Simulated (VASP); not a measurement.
# VN2 (I4/mcm) in VASP: notebook

Runs on VN2. Level: PBE. Tasks: single point, relaxation of cell and atoms.

All numbers are computed with VASP 6.6.1; they aren't measurements. Logs are shortened: lines on timing, memory, paths and dates and some standing lists are left out, and cuts for length are marked.

### Step 1. The cell of the first run

It takes space group I4/mcm (No. 140, tetragonal). The conventional cell has a = 4.383 Å, b = 4.383 Å, c = 5.084 Å, α = 90.00°, β = 90.00°, γ = 90.00°. V (site symmetry 422) has 16 N at 2.18 to 3.01 Å and 6 V at 2.54 to 3.10 Å within 3.1 Å. Within 1.9 Å of N (site symmetry m2m) lie 1 N at 1.39 Å.

### Step 2. Single point, PBE (8.14 Å³/atom)

INCAR

```
ALGO = Normal ; EDIFF = 1E-6
ENCUT = 520 ; GGA = PE
ISIF = 2 ; ISMEAR = 0
LASPH = True ; LCHARG = True
LELF = True ; LREAL = False
LVHAR = True ; LWAVE = False
NBANDS = 32 ; NELM = 60
PREC = Accurate ; SIGMA = 0.1
```

KPOINTS

```
k-points
0
Gamma
  12 12 12
```

POSCAR

```
VN2
1.0
   -2.1915982621      2.1915982621      2.5421814796
    2.1915982621     -2.1915982621      2.5421814796
    2.1915982621      2.1915982621     -2.5421814796
V N
2 4
Direct
    0.2500000000      0.2500000000      0.0000000000
    0.7500000000      0.7500000000      0.0000000000
    0.1118840109      0.6118840109      0.7237680217
    0.6118840109      0.8881159891      0.5000000000
    0.8881159891      0.3881159891      0.2762319783
    0.3881159891      0.1118840109      0.5000000000
```

Potentials or basis: VASP PAW PBE potentials, release 64 (V_sv, N).

Started as:

```console
$ cat potpaw_PBE.64/V_sv/POTCAR potpaw_PBE.64/N/POTCAR > POTCAR
$ mpirun -np 1 vasp_std > vasp.out
```

OUTCAR:

```text
EDIFF = 1E-6
   ENCUT = 520
   GGA = PE
   ISIF = 2
   ISMEAR = 0
   LASPH = True
   LREAL = False
   NELM = 60
   PREC = Accurate

 ion  position               nearest neighbor table
   1  0.250  0.250  0.000-   5 2.18   3 2.18   6 2.18   6 2.18   4 2.18   4 2.18   3 2.18   5 2.18
                             2 2.54   2 2.54
   2  0.750  0.750  0.000-   5 2.18   3 2.18   4 2.18   4 2.18   6 2.18   6 2.18   5 2.18   3 2.18
                             1 2.54   1 2.54
   3  0.112  0.612  0.724-   5 1.39   1 2.18   2 2.18   2 2.18   1 2.18
   4  0.612  0.888  0.500-   6 1.39   2 2.18   1 2.18   2 2.18   1 2.18
   5  0.888  0.388  0.276-   3 1.39   2 2.18   1 2.18   2 2.18   1 2.18
   6  0.388  0.112  0.500-   4 1.39   1 2.18   2 2.18   1 2.18   2 2.18

  LATTYP: Found a body centered tetragonal cell.
 ALAT       =     4.3831965242
 C/A-ratio  =     1.1599669171

  Lattice vectors:

 A1 = (  -2.1915982621,   2.1915982621,   2.5421814796)
 A2 = (   2.1915982621,  -2.1915982621,   2.5421814796)
 A3 = (   2.1915982621,   2.1915982621,  -2.5421814796)

Analysis of symmetry for initial positions (statically):
=====================================================================
 Subroutine PRICEL returns:
 Original cell was already a primitive cell.

 Routine SETGRP: Setting up the symmetry group for a
 body centered tetragonal supercell.

 Subroutine GETGRP returns: Found 16 space group operations
 (whereof  8 operations were pure point group operations)
 out of a pool of 16 trial point group operations.

The static configuration has the point symmetry C_4h.
 The point group associated with its full space group is D_4h.

Analysis of symmetry for dynamics (positions and initial velocities):
=====================================================================
 Subroutine PRICEL returns:
 Original cell was already a primitive cell.

 Routine SETGRP: Setting up the symmetry group for a
 body centered tetragonal supercell.

 Subroutine GETGRP returns: Found 16 space group operations
 (whereof  8 operations were pure point group operations)
 out of a pool of 16 trial point group operations.

The dynamic configuration has the point symmetry C_4h.
 The point group associated with its full space group is D_4h.

 Subroutine INISYM returns: Found 16 space group operations
 (whereof  8 operations are pure point group operations),
 and found     1 'primitive' translations

----------------------------------------------------------------------------------------

                                     Primitive cell

  volume of cell :      48.8414

  direct lattice vectors                    reciprocal lattice vectors
    -2.191598262  2.191598262  2.542181480     0.000000000  0.228144003  0.196681474
     2.191598262 -2.191598262  2.542181480     0.228144003  0.000000000  0.196681474
     2.191598262  2.191598262 -2.542181480     0.228144003  0.228144003  0.000000000

  length of vectors
     4.008602320  4.008602320  4.008602320     0.301219668  0.301219668  0.322644343

  position of ions in fractional coordinates (direct lattice)
     0.250000000  0.250000000  0.000000000
     0.750000000  0.750000000  0.000000000
     0.111884011  0.611884011  0.723768022
     0.611884011  0.888115989  0.500000000
     0.888115989  0.388115989  0.276231978
     0.388115989  0.111884011  0.500000000

  ion indices of the primitive-cell ions
   primitive index   ion index
                 1           1
                 2           2
                 3           3
                 4           4
                 5           5
                 6           6

----------------------------------------------------------------------------------------

 KPOINTS: k-points

Automatic generation of k-mesh.
 Grid dimensions read from file:
 generate k-points for:   12   12   12

 Generating k-lattice:

  Cartesian coordinates                     Fractional coordinates (reciprocal lattice)
     0.000000000  0.019012000  0.016390123     0.083333333  0.000000000  0.000000000
     0.019012000  0.000000000  0.016390123     0.000000000  0.083333333  0.000000000
     0.019012000  0.019012000  0.000000000     0.000000000  0.000000000  0.083333333

  Length of vectors
     0.025101639  0.025101639  0.026887029

  Shift w.r.t. Gamma in fractional coordinates (k-lattice)
     0.000000000  0.000000000  0.000000000

 Subroutine IBZKPT returns following result:
 ===========================================

 Found    163 irreducible k-points:

 Following reciprocal coordinates:
            Coordinates               Weight
  0.000000  0.000000  0.000000      1.000000
  0.083333  0.000000 -0.000000      8.000000
  0.166667  0.000000 -0.000000      8.000000
  0.250000 -0.000000  0.000000      8.000000
  0.333333  0.000000 -0.000000      8.000000
  0.416667 -0.000000  0.000000      8.000000
[... 16 lines left out ...]
  0.500000  0.166667  0.000000     16.000000
 -0.416667  0.166667 -0.000000     16.000000
[... 38 lines left out ...]
     AMIX     =   0.40;   BMIX     =  1.00
     AMIX_MAG =   1.60;   BMIX_MAG =  1.00
  volume/ion in A,a.u.               =       8.14        54.93
  Fermi-wavevector in a.u.,A,eV,Ry     =   1.604715  3.032472 35.036510  2.575111
  Thomas-Fermi vector in A             =   2.701176
   LORBIT       =      0    0 simple, 1 ext, 2 COOP (PROOUT), +10 PAW based schemes
   GGA     = PE    functional components
   LHFCALC =     F    Hartree Fock is set to
   AEXX    =    0.0000 exact exchange contribution
   IVDW    =     0    specifies the selected vdW correction
   LEPSILON=     F    determine dielectric tensor
   LRPA    =     F    only Hartree local field effects (RPA)
 non-spin polarized calculation
 Gauss-broadening in eV      SIGMA  =   0.10
  energy-cutoff  :      520.00
  volume of cell :       48.84
 maximum number of plane-waves:      1345
 NGX is ok and might be reduce to    30
   NGX = 15   NGY = 15   NGZ = 15

 number of electron      46.0000006 magnetization

 Free energy of the ion-electron system (eV)
  ---------------------------------------------------
  ext. energy  EPLUGINS =         0.00000000
  ---------------------------------------------------
  free energy    TOTEN  =       -53.22395242 eV

  energy without entropy =      -53.20972832  energy(sigma->0) =      -53.21684037

 E-fermi :  10.5542     XC(G=0): -13.3201

 val. band max:       10.5534520420   @ k =  -0.3333   0.3333   0.3333
 cond. band min:      10.5547068841   @ k =  -0.4167   0.2500   0.0833
 fundamental gap:      0.0012548420
 Fermi energy:        10.5542261367

 k-point     1 :       0.0000    0.0000    0.0000
  band No.  band energies     occupation
      1     -55.0200      2.00000
      2     -54.8933      2.00000
      3     -29.0264      2.00000
      4     -28.8660      2.00000
      5     -28.8660      2.00000
      6     -28.8580      2.00000
[... 24 lines left out ...]
     31      12.5517      0.00000
     32      14.7781      0.00000

 k-point     2 :       0.0833    0.0000   -0.0000
  band No.  band energies     occupation
      1     -55.0178      2.00000
      2     -54.8955      2.00000
      3     -29.0152      2.00000
      4     -28.8664      2.00000
      5     -28.8663      2.00000
      6     -28.8590      2.00000
[... 24 lines left out ...]
     31      12.6767      0.00000
     32      14.6731      0.00000

 k-point     3 :       0.1667    0.0000   -0.0000
  band No.  band energies     occupation
      1     -55.0114      2.00000
      2     -54.9017      2.00000
      3     -28.9824      2.00000
      4     -28.8677      2.00000
      5     -28.8670      2.00000
      6     -28.8616      2.00000
[... 24 lines left out ...]
     31      12.9637      0.00000
     32      14.3756      0.00000

 k-point     4 :       0.2500   -0.0000    0.0000
  band No.  band energies     occupation
      1     -55.0013      2.00000
      2     -54.9117      2.00000
      3     -28.9298      2.00000
      4     -28.8692      2.00000
      5     -28.8678      2.00000
      6     -28.8651      2.00000
[... 654 lines left out ...]
     31      13.1482      0.00000
     32      13.9734      0.00000

 k-point    23 :       0.5000    0.1667    0.0000
  band No.  band energies     occupation
      1     -54.9826      2.00000
      2     -54.9298      2.00000
      3     -28.9358      2.00000
      4     -28.8811      2.00000
      5     -28.8689      2.00000
      6     -28.8585      2.00000
[... 24 lines left out ...]
     31      13.2328      0.00000
     32      14.0197      0.00000

 k-point    24 :      -0.4167    0.1667   -0.0000
  band No.  band energies     occupation
      1     -54.9959      2.00000
      2     -54.9165      2.00000
      3     -28.9419      2.00000
      4     -28.9325      2.00000
      5     -28.8765      2.00000
      6     -28.8563      2.00000
[... 24 lines left out ...]
     31      13.3589      0.00000
     32      13.9755      0.00000

 [... further k-points ...]
[... 5 lines left out ...]
  --------------------------------------------------------------------------------------
  -------------------------------------------------------------------------------------
  Total       -4.5986750     -4.5986750     -4.6452796      0.0000000      0.0000000      0.0000000
  in kB     -150.8533162   -150.8533162   -152.3821179      0.0000000      0.0000000      0.0000000
  external PRESSURE =    -151.3629168 kB  Pullay stress =       0.0000000 kB

 VOLUME and BASIS-vectors are now :
 -----------------------------------------------------------------------------
  energy-cutoff  :      520.00
  volume of cell :       48.84
      direct lattice vectors                 reciprocal lattice vectors
    -2.191598262  2.191598262  2.542181480     0.000000000  0.228144003  0.196681474
     2.191598262 -2.191598262  2.542181480     0.228144003  0.000000000  0.196681474
     2.191598262  2.191598262 -2.542181480     0.228144003  0.228144003  0.000000000

 POSITION                                       TOTAL-FORCE (eV/Angst)
 -----------------------------------------------------------------------------------
      0.00000      0.00000      1.27109         0.000000     -0.000000     -0.000000
      0.00000      0.00000      3.81327         0.000000     -0.000000     -0.000000
      2.68201      0.49041      0.00000         0.036522      0.036522      0.000000
      1.70119      0.49041      2.54218        -0.036522      0.036522     -0.000000
     -0.49041      1.70119      2.54218        -0.036522     -0.036522     -0.000000
      0.49041      1.70119      0.00000         0.036522     -0.036522     -0.000000
 -----------------------------------------------------------------------------------
    total drift:                               -0.000000     -0.000000      0.000000

  FREE ENERGIE OF THE ION-ELECTRON SYSTEM (eV)
  ---------------------------------------------------
  free  energy   TOTEN  =       -53.2239524218 eV

  energy  without entropy=      -53.2097283198  energy(sigma->0) =      -53.21684037
```

Run time: 2.6 min. Hardware: 1 thread of Intel Xeon Platinum 8488C (Sapphire Rapids), shared host; peak memory 0.31 GiB.

Results:

```
Free energy            : -53.2240 eV
Pressure               : -15.1 GPa
Largest force          : 0.052 eV/Å
Band gap on the k mesh : zero (bands 23 and 24 overlap by 0.28 eV)
```

Forces on the atoms (eV/Å):
```
V    0.000  0.000  0.000
V    0.000  0.000  0.000
N    0.037  0.037  0.000
N   -0.037  0.037  0.000
N   -0.037 -0.037  0.000
N    0.037 -0.037  0.000
```

Stress tensor (GPa, compression positive):
```
-15.09   0.00   0.00
  0.00 -15.09   0.00
  0.00   0.00 -15.24
```

Levels at points of the mesh, in eV from the Fermi level:
| k point | band 20 | band 21 | band 22 | band 23 | band 24 | band 25 | band 26 | band 27 |
| --- | --- | --- | --- | --- | --- | --- | --- | --- |
| (0.00, 0.00, 0.00) | -2.68 | -2.37 | -2.29 | -2.29 | 0.71 | 0.90 | 0.90 | 1.07 |
| (0.50, 0.00, 0.00) | -3.08 | -2.81 | -2.81 | 0.15 | 0.15 | 0.66 | 0.66 | 0.91 |
| (0.50, 0.50, 0.00) | -4.40 | -2.49 | -2.40 | -1.12 | 0.01 | 0.77 | 1.03 | 1.62 |
| (0.50, 0.50, 0.50) | -1.84 | -1.84 | -0.25 | -0.12 | -0.11 | -0.07 | 0.04 | 1.65 |

Caveat: the cell stands under tension; the run has no spin polarisation, though such a crystal can be magnetic.

### Step 3. Single point, PBE

This run uses another cell than the first one, of 7.68 Å³/atom.

INCAR

```
PREC     = Accurate       # precision mode
ENCUT    = 520            # plane-wave cutoff, eV
EDIFF    = 1E-7           # SCF threshold, eV
ISMEAR   = 0              # smearing method
SIGMA    = 0.1            # smearing width, eV
LREAL    = F              # projectors in reciprocal space
LASPH    = T              # aspherical terms in the spheres
NELM     = 100            # most SCF steps
ALGO     = Normal         # electronic algorithm
ISIF     = 2              # what is computed and relaxed
LWAVE    = F              # write WAVECAR
LCHARG   = T              # write CHGCAR
GGA      = PE             # functional
LELF     = T              # ELF
LVHAR    = T            
NBANDS   = 32             # bands
```

KPOINTS

```
regular mesh
0
Gamma
  12 12 12
```

POSCAR

```
VN2
1.0
   -2.1533489895      2.1533489895      2.4842410742
    2.1533489895     -2.1533489895      2.4842410742
    2.1533489895      2.1533489895     -2.4842410742
V N
2 4
Direct
    0.2500000000      0.2500000000      0.0000000000
    0.7500000000      0.7500000000      0.0000000000
    0.1135731475      0.6135731475      0.7271462950
    0.6135731475      0.8864268525      0.5000000000
    0.8864268525      0.3864268525      0.2728537050
    0.3864268525      0.1135731475      0.5000000000
```

Potentials or basis: VASP PAW PBE potentials, release 64 (V_sv, N).

Started as:

```console
$ cat potpaw_PBE.64/V_sv/POTCAR potpaw_PBE.64/N/POTCAR > POTCAR
$ mpirun -np 1 vasp_std > vasp.out
```

Run time: 7.7 min. Hardware: 1 thread of Intel Xeon 8259CL, shared host; peak memory 0.31 GiB.

The run converged. Its results:

```yaml
Free_energy: -53.3537 eV
Pressure: 0.7 GPa
Largest_force: 0.046 eV/Å
Band_gap_on_the_k_mesh: zero (bands 23 and 24 overlap by 0.39 eV)
```

Forces in eV/Å, atoms in the order of the input:
```
V    0.000  0.000  0.000
V    0.000  0.000  0.000
N    0.033  0.033  0.000
N   -0.033  0.033  0.000
N   -0.033 -0.033  0.000
N    0.033 -0.033  0.000
```

Stress tensor (GPa, compression positive):
```
0.78 0.00 0.00
0.00 0.78 0.00
0.00 0.00 0.57
```

Levels at points of the mesh, in eV from the Fermi level:
```
           k point  band 19  band 20  band 21  band 22  band 23  band 24  band 25  band 26  band 27  band 28
(0.00, 0.00, 0.00)    -3.23    -2.93    -2.65    -2.55    -2.55     0.75     0.95     0.95     1.29     1.93
(0.50, 0.00, 0.00)    -3.35    -3.35    -3.11    -3.11     0.15     0.15     0.73     0.73     1.03     1.03
(0.50, 0.50, 0.00)    -4.85    -4.62    -2.75    -2.61    -1.31     0.00     0.83     1.10     1.83     2.15
(0.50, 0.50, 0.50)    -4.68    -2.05    -2.05    -0.24    -0.19    -0.16    -0.05     0.02     1.86     1.86
```

Caveat: the run has no spin polarisation, though such a crystal can be magnetic. With open d or f shells a metallic result of PBE can be an artefact of self-interaction; +U or a hybrid may open a gap.

### Step 4. Relaxation of cell and atoms, PBE

This run uses another cell than the first one, of 7.68 Å³/atom.

INCAR

```
PREC = Accurate
ENCUT = 600
EDIFF = 1E-6
ISMEAR = 0
SIGMA = 0.1
LREAL = False
LASPH = True
NELM = 100
ALGO = Normal
ISIF = 3
LWAVE = False
LCHARG = False
GGA = PE
IBRION = 2
NSW = 100
EDIFFG = -0.005
```

KPOINTS

```
Automatic mesh
0
Gamma
  12 12 12
```

POSCAR

```
VN2
1.0
   -2.1507500000      2.1507500000      2.4913500000
    2.1507500000     -2.1507500000      2.4913500000
    2.1507500000      2.1507500000     -2.4913500000
V N
2 4
Direct
    0.2500000000      0.2500000000      0.0000000000
    0.7500000000      0.7500000000      0.0000000000
    0.1151000000      0.6151000000      0.7302000000
    0.6151000000      0.8849000000      0.5000000000
    0.8849000000      0.3849000000      0.2698000000
    0.3849000000      0.1151000000      0.5000000000
```

Started as:

```console
$ cat potpaw_PBE.64/V_sv/POTCAR potpaw_PBE.64/N/POTCAR > POTCAR
$ mpirun -np 1 vasp_std > vasp.out
```

Run time: 16 min. Hardware: 1 thread of Intel Xeon 8259CL, shared host; peak memory 0.34 GiB.

Results (log left out):

- Free energy: -53.3622 eV
- Relaxed volume: 7.69 Å³/atom
- Relaxed cell: a = 3.931 Å, b = 3.931 Å, c = 3.931 Å, α = 113.55°, β = 113.55°, γ = 101.59°
- Space group after relaxing (to 0.1 Å): I4/mcm (No. 140)
- Energy gained by relaxing: 1.1 meV/atom
- Ionic steps: 6
- Pressure after relaxing: 0.0 GPa
- Band gap on the k mesh: zero (bands 23 and 24 overlap by 0.39 eV)

Step by step:
```csv
step,energy change (eV),largest force (eV/Å),pressure (GPa),volume (Å³)
1,0.0000,0.3666,-0.52,46.10
2,0.0041,0.5098,2.57,45.93
3,-0.0062,0.0002,0.79,46.02
4,-0.0065,0.0090,-0.69,46.24
5,-0.0067,0.0059,-0.13,46.15
6,-0.0068,0.0015,0.00,46.13
```

Final structure:
```yaml
crystal:
  lattice:
    - [-2.15422, 2.15422, 2.48494]
    - [2.15422, -2.15422, 2.48494]
    - [2.15422, 2.15422, -2.48494]
  atoms:
    - { symbol: V, position: [0.25000, 0.25000, 0.00000] }
    - { symbol: V, position: [0.75000, 0.75000, 0.00000] }
    - { symbol: N, position: [0.11372, 0.61372, 0.72744] }
    - { symbol: N, position: [0.61372, 0.88628, 0.50000] }
    - { symbol: N, position: [0.88628, 0.38628, 0.27256] }
    - { symbol: N, position: [0.38628, 0.11372, 0.50000] }
```

Levels at points of the mesh, in eV from the Fermi level:
```tsv
k point	band 19	band 20	band 21	band 22	band 23	band 24	band 25	band 26	band 27
(0.00, 0.00, 0.00)	-3.23	-2.92	-2.65	-2.55	-2.55	0.75	0.95	0.95	1.29
(0.50, 0.00, 0.00)	-3.35	-3.35	-3.11	-3.11	0.15	0.15	0.73	0.73	1.03
(0.50, 0.50, 0.00)	-4.85	-4.61	-2.75	-2.60	-1.32	0.00	0.83	1.10	1.82
(0.50, 0.50, 0.50)	-4.67	-2.05	-2.05	-0.25	-0.19	-0.15	-0.05	0.02	1.86
```

Caveat: the run has no spin polarisation, though such a crystal can be magnetic. With open d or f shells a metallic result of PBE can be an artefact of self-interaction; +U or a hybrid may open a gap.

### Step 5. Overview

| task | cell | cutoff (eV) | gap on the mesh (eV) | pressure (GPa) | largest force (eV/Å) |
| --- | --- | --- | --- | --- | --- |
| single point | a = 4.009 Å, angles 113.7, 113.7, 101.3°, 6 atoms, atomic positions A | 520 | none | -15.1 | 0.05 |
| single point | a = 3.930 Å, angles 113.6, 113.6, 101.6°, 6 atoms, atomic positions B | 520 | none | 0.7 | 0.05 |
| relaxation of cell and atoms | relaxed from a = 3.932 Å, angles 113.7, 113.7, 101.4°, 6 atoms, atomic positions C | 600 | none | 0.0 | - |

Alike in all rows: level PBE; potentials or basis VASP PAW PBE potentials, release 64 (V_sv, N); no spin polarisation; k mesh 12 × 12 × 12; smearing gaussian 0.1 eV.

Caveats: the run has no spin polarisation, though such a crystal can be magnetic; the cell stands under tension (at least some runs).

Total energies depend on the potentials used, so only differences within one code and one set of settings carry meaning.
